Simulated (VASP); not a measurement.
# TiC (Fm-3m) in VASP: single point with LDA

Aim: the single point of TiC with LDA.

Everything below comes from runs of VASP 6.6.1. Logs are shortened: lines on timing, memory, paths and dates and some standing lists are left out, and cuts for length are marked.

## (1) The cell of the first run

The structure is cubic, space group Fm-3m (No. 225). Conventional cell: a = 4.319 Å, b = 4.319 Å, c = 4.319 Å, α = 90.00°, β = 90.00°, γ = 90.00°. Within 2.9 Å of Ti (site symmetry m-3m) lie 6 C at 2.16 Å. Within 2.9 Å of C (site symmetry m-3m) lie 6 Ti at 2.16 Å.

## (2) Single point, LDA

Contents of INCAR:

```
SYSTEM = TiC
PREC = Accurate ; ENCUT = 600
EDIFF = 1E-6 ; ISMEAR = 1
SIGMA = 0.15 ; LREAL = .False.
LASPH = .True. ; NELM = 120
ALGO = Normal ; ISIF = 2
LWAVE = .False. ; LCHARG = .False.
GGA = CA ; NBANDS = 15
GGA_COMPAT = .False.
```

Contents of KPOINTS:

```
regular mesh
0
Gamma
  12 12 12
  0 0 0
```

Contents of POSCAR:

```
TiC
1.0
    3.0537110000      0.0000000000      0.0000000000
    1.5268555000      2.6445913018      0.0000000000
    1.5268555000      0.8815304339      2.4933445906
Ti C
1 1
Direct
    0.0000000000      0.0000000000      0.0000000000
    0.5000000000      0.5000000000      0.5000000000
```

Potentials or basis: VASP PAW LDA potentials, release 64 (Ti_sv, C).

Run with:

```
> cat potpaw_LDA.64/Ti_sv/POTCAR potpaw_LDA.64/C/POTCAR > POTCAR
> mpirun -np 1 vasp_std > vasp.out
```

OUTCAR:

```text
SYSTEM = TiC
   PREC = Accurate
   ENCUT = 600
   EDIFF = 1E-6
   ISMEAR = 1
   LREAL = .False.
   LASPH = .True.
   NELM = 120
   ISIF = 2
   GGA = CA

 ion  position               nearest neighbor table
   1  0.000  0.000  0.000-   2 2.16   2 2.16   2 2.16   2 2.16   2 2.16   2 2.16
   2  0.500  0.500  0.500-   1 2.16   1 2.16   1 2.16   1 2.16   1 2.16   1 2.16

  LATTYP: Found a face centered cubic cell.
 ALAT       =     4.3185995117

  Lattice vectors:

 A1 = (   3.0537110000,   0.0000000000,   0.0000000000)
 A2 = (   1.5268555000,   2.6445913018,   0.0000000000)
 A3 = (   1.5268555000,   0.8815304339,   2.4933445906)

Analysis of symmetry for initial positions (statically):
=====================================================================
 Subroutine PRICEL returns:
 Original cell was already a primitive cell.

 Routine SETGRP: Setting up the symmetry group for a
 face centered cubic supercell.

 Subroutine GETGRP returns: Found 48 space group operations
 (whereof 48 operations were pure point group operations)
 out of a pool of 48 trial point group operations.

The static configuration has the point symmetry O_h .

Analysis of symmetry for dynamics (positions and initial velocities):
=====================================================================
 Subroutine PRICEL returns:
 Original cell was already a primitive cell.

 Routine SETGRP: Setting up the symmetry group for a
 face centered cubic supercell.

 Subroutine GETGRP returns: Found 48 space group operations
 (whereof 48 operations were pure point group operations)
 out of a pool of 48 trial point group operations.

The dynamic configuration has the point symmetry O_h .

 Subroutine INISYM returns: Found 48 space group operations
 (whereof 48 operations are pure point group operations),
 and found     1 'primitive' translations

----------------------------------------------------------------------------------------

                                     Primitive cell

  volume of cell :      20.1358

  direct lattice vectors                    reciprocal lattice vectors
     3.053711000  0.000000000  0.000000000     0.327470412 -0.189065131 -0.133689236
     1.526855500  2.644591302  0.000000000     0.000000000  0.378130261 -0.133689236
     1.526855500  0.881530434  2.493344591     0.000000000  0.000000000  0.401067708

  length of vectors
     3.053711000  3.053711000  3.053711000     0.401067708  0.401067708  0.401067708

  position of ions in fractional coordinates (direct lattice)
     0.000000000  0.000000000  0.000000000
     0.500000000  0.500000000  0.500000000

  ion indices of the primitive-cell ions
   primitive index   ion index
                 1           1
                 2           2

----------------------------------------------------------------------------------------

 KPOINTS: regular mesh

Automatic generation of k-mesh.
 Grid dimensions read from file:
 generate k-points for:   12   12   12

 Generating k-lattice:

  Cartesian coordinates                     Fractional coordinates (reciprocal lattice)
     0.027289201 -0.015755428 -0.011140770     0.083333333  0.000000000  0.000000000
     0.000000000  0.031510855 -0.011140770     0.000000000  0.083333333  0.000000000
     0.000000000  0.000000000  0.033422309     0.000000000  0.000000000  0.083333333

  Length of vectors
     0.033422309  0.033422309  0.033422309

  Shift w.r.t. Gamma in fractional coordinates (k-lattice)
     0.000000000  0.000000000  0.000000000

 Subroutine IBZKPT returns following result:
 ===========================================

 Found     72 irreducible k-points:

 Following reciprocal coordinates:
            Coordinates               Weight
  0.000000  0.000000  0.000000      1.000000
  0.083333  0.000000  0.000000      8.000000
  0.166667  0.000000  0.000000      8.000000
  0.250000  0.000000  0.000000      8.000000
  0.333333 -0.000000  0.000000      8.000000
  0.416667  0.000000  0.000000      8.000000
[... 16 lines left out ...]
  0.500000  0.166667  0.000000     24.000000
 -0.416667  0.166667 -0.000000     24.000000
 [... further k-points ...]
   k-points           NKPTS =     72   k-points in BZ     NKDIM =     72   number of bands    NBANDS=     15
   number of dos      NEDOS =    301   number of ions     NIONS =      2
   total plane-waves  NPLWV =  13824
   dimension x,y,z NGX =    24 NGY =   24 NGZ =   24
   dimension x,y,z NGXF=    48 NGYF=   48 NGZF=   48
   ions per type =               1   1
   NGX,Y,Z   is equivalent  to a cutoff of  13.07, 13.07, 13.07 a.u.
   NGXF,Y,Z  is equivalent  to a cutoff of  26.13, 26.13, 26.13 a.u.
 SYSTEM =  TiC
   PREC   = accura    normal or accurate (medium, high low for compatibility)
   ISTART =      0    job   : 0-new  1-cont  2-samecut
   ICHARG =      2    charge: 1-file 2-atom 10-const
   ISPIN  =      1    spin polarized calculation?
   LNONCOLLINEAR =      F non collinear calculations
   LSORBIT =      F    spin-orbit coupling
   LASPH  =      T    aspherical Exc in radial PAW
   ENCUT  =  600.0 eV  44.10 Ry    6.64 a.u.   6.10  6.10  6.10*2*pi/ulx,y,z
   NELM   =    120;   NELMIN=  2; NELMDL= -5     # of ELM steps
   EDIFF  = 0.1E-05   stopping-criterion for ELM
   LREAL  =      F    real-space projection
   EDIFFG = 0.1E-04   stopping-criterion for IOM
   NSW    =      0    number of steps for IOM
   IBRION =     -1    ionic relax: 0-MD 1-quasi-New 2-CG
   NFREE  =      0    steps in history (QN), initial steepest desc. (CG)
   ISIF   =      2    stress and relaxation
   ISYM   =      2    0-nonsym 1-usesym 2-fastsym
   POTIM  = 0.5000    time-step for ionic-motion
   TEBEG  =    0.0;   TEEND  =   0.0 temperature during run
   PSTRESS=    0.0 pullay stress
   NELECT =      16.0000    total number of electrons
   NUPDOWN=      -1.0000    fix difference up-down
   EMIN   =  10.00;   EMAX   =-10.00  energy-range for DOS
   EFERMI =   0.00;   METHOD = LEGACY
   ISMEAR =     1;   SIGMA  =   0.15  broadening in eV -4-tet -1-fermi 0-gaus
   EFERMI_NEDOS =   21; number of points for ismear=-14 and -15
   IALGO  =     38    algorithm
   IMIX   =      4    mixing-type and parameters
     AMIX     =   0.40;   BMIX     =  1.00
     AMIX_MAG =   1.60;   BMIX_MAG =  1.00
  volume/ion in A,a.u.               =      10.07        67.94
  Fermi-wavevector in a.u.,A,eV,Ry     =   1.516324  2.865436 31.283022  2.299237
  Thomas-Fermi vector in A             =   2.625729
   LORBIT       =      0    0 simple, 1 ext, 2 COOP (PROOUT), +10 PAW based schemes
   GGA     = CA    functional components
   LHFCALC =     F    Hartree Fock is set to
   AEXX    =    0.0000 exact exchange contribution
   IVDW    =     0    specifies the selected vdW correction
   LEPSILON=     F    determine dielectric tensor
   LRPA    =     F    only Hartree local field effects (RPA)
 non-spin polarized calculation
 Methfessel and Paxton  Order N= 1 SIGMA  =   0.15
  energy-cutoff  :      600.00
  volume of cell :       20.14
 maximum number of plane-waves:       692
   NGX = 13   NGY = 13   NGZ = 13

 number of electron      16.0000002 magnetization

 Free energy of the ion-electron system (eV)
  ---------------------------------------------------
  ext. energy  EPLUGINS =         0.00000000
  ---------------------------------------------------
  free energy    TOTEN  =       -20.51659652 eV

  energy without entropy =      -20.51665453  energy(sigma->0) =      -20.51661586

 E-fermi :   9.3729     XC(G=0): -13.0224

 val. band max:        9.3374331617   @ k =   0.5000   0.5000   0.0000
 cond. band min:       9.4355254978   @ k =   0.3333   0.2500   0.0000
 fundamental gap:      0.0980923361
 Fermi energy:         9.3729392995

 k-point     1 :       0.0000    0.0000    0.0000
  band No.  band energies     occupation
      1     -46.5154      2.00000
      2     -22.9173      2.00000
      3     -22.9173      2.00000
      4     -22.9173      2.00000
      5      -2.9126      2.00000
      6       9.9704     -0.00000
      7       9.9704     -0.00000
      8       9.9704     -0.00000
      9      11.0374     -0.00000
     10      11.0374     -0.00000
     11      11.0374     -0.00000
     12      11.0681     -0.00000
     13      11.0681     -0.00000
     14      20.0728      0.00000
     15      23.4229      0.00000

 k-point     2 :       0.0833    0.0000    0.0000
  band No.  band energies     occupation
      1     -46.5100      2.00000
      2     -22.9544      2.00000
      3     -22.9208      2.00000
      4     -22.9208      2.00000
      5      -2.7531      2.00000
      6       9.2836      1.83616
      7       9.5691     -0.06903
      8       9.5691     -0.06903
      9      10.3160     -0.00000
     10      10.3160     -0.00000
     11      11.3788     -0.00000
     12      12.4222      0.00000
     13      12.4222      0.00000
     14      20.3320      0.00000
     15      23.4896      0.00000

 k-point     3 :       0.1667    0.0000    0.0000
  band No.  band energies     occupation
      1     -46.4953      2.00000
      2     -23.0545      2.00000
      3     -22.9302      2.00000
      4     -22.9302      2.00000
      5      -2.2920      2.00000
      6       8.0155      2.00000
      7       8.5222      2.00000
      8       8.5222      2.00000
      9      10.5830     -0.00000
     10      10.5830     -0.00000
     11      11.7897     -0.00000
     12      13.8584      0.00000
     13      13.8584      0.00000
     14      20.8136      0.00000
     15      23.4978      0.00000
[... 343 lines left out ...]
 k-point    23 :       0.5000    0.1667    0.0000
  band No.  band energies     occupation
      1     -46.4278      2.00000
      2     -23.3901      2.00000
      3     -23.0470      2.00000
      4     -23.0012      2.00000
      5       0.2634      2.00000
      6       4.2871      2.00000
      7       6.3758      2.00000
      8       6.8936      2.00000
      9      11.5107     -0.00000
     10      12.3659     -0.00000
     11      13.2377      0.00000
     12      16.2128      0.00000
     13      16.5524      0.00000
     14      19.8257      0.00000
     15      23.9522      0.00000

 k-point    24 :      -0.4167    0.1667   -0.0000
  band No.  band energies     occupation
      1     -46.4264      2.00000
      2     -23.3954      2.00000
      3     -23.0653      2.00000
      4     -22.9882      2.00000
      5       0.4258      2.00000
      6       4.1044      2.00000
      7       6.3889      2.00000
      8       6.6615      2.00000
      9      12.0616     -0.00000
     10      12.1183     -0.00000
     11      13.2022      0.00000
     12      16.0705      0.00000
     13      17.0334      0.00000
     14      19.4861      0.00000
     15      23.7046      0.00000

 [... further k-points ...]
[... 5 lines left out ...]
  --------------------------------------------------------------------------------------
  -------------------------------------------------------------------------------------
  Total       -1.2584993     -1.2584993     -1.2584993     -0.0000000      0.0000000     -0.0000000
  in kB     -100.1370445   -100.1370445   -100.1370445     -0.0000000      0.0000000     -0.0000000
  external PRESSURE =    -100.1370445 kB  Pullay stress =       0.0000000 kB

 VOLUME and BASIS-vectors are now :
 -----------------------------------------------------------------------------
  energy-cutoff  :      600.00
  volume of cell :       20.14
      direct lattice vectors                 reciprocal lattice vectors
     3.053711000  0.000000000  0.000000000     0.327470412 -0.189065131 -0.133689236
     1.526855500  2.644591302  0.000000000     0.000000000  0.378130261 -0.133689236
     1.526855500  0.881530434  2.493344591     0.000000000  0.000000000  0.401067708

 POSITION                                       TOTAL-FORCE (eV/Angst)
 -----------------------------------------------------------------------------------
      0.00000      0.00000      0.00000        -0.000000      0.000000      0.000000
      3.05371      1.76306      1.24667         0.000000     -0.000000      0.000000
 -----------------------------------------------------------------------------------
    total drift:                               -0.000000      0.000000      0.000000

  FREE ENERGIE OF THE ION-ELECTRON SYSTEM (eV)
  ---------------------------------------------------
  free  energy   TOTEN  =       -20.5165965241 eV

  energy  without entropy=      -20.5166545268  energy(sigma->0) =      -20.51661586
```

It took 20 s on 1 thread of Intel Xeon 6975P-C, shared host; peak memory 0.15 GiB.

Results:

```yaml
Free_energy: -20.5166 eV
Pressure: -10.0 GPa
Band_gap_on_the_k_mesh: zero (band 8 reaches 9.97 eV, above the bottom of band 9 at 8.93 eV)
```

Levels at points of the mesh, in eV from the Fermi level:
| k point | band 4 | band 5 | band 6 | band 7 | band 8 | band 9 | band 10 | band 11 | band 12 | band 13 |
| --- | --- | --- | --- | --- | --- | --- | --- | --- | --- | --- |
| (0.00, 0.00, 0.00) | -32.29 | -12.29 | 0.60 | 0.60 | 0.60 | 1.66 | 1.66 | 1.66 | 1.70 | 1.70 |
| (0.50, 0.00, 0.00) | -32.34 | -8.71 | -5.90 | -2.96 | -2.96 | 2.87 | 2.87 | 4.08 | 8.21 | 8.21 |
| (0.50, 0.50, 0.00) | -32.47 | -9.99 | -3.41 | -1.74 | -0.04 | -0.04 | 2.71 | 3.48 | 3.48 | 5.92 |
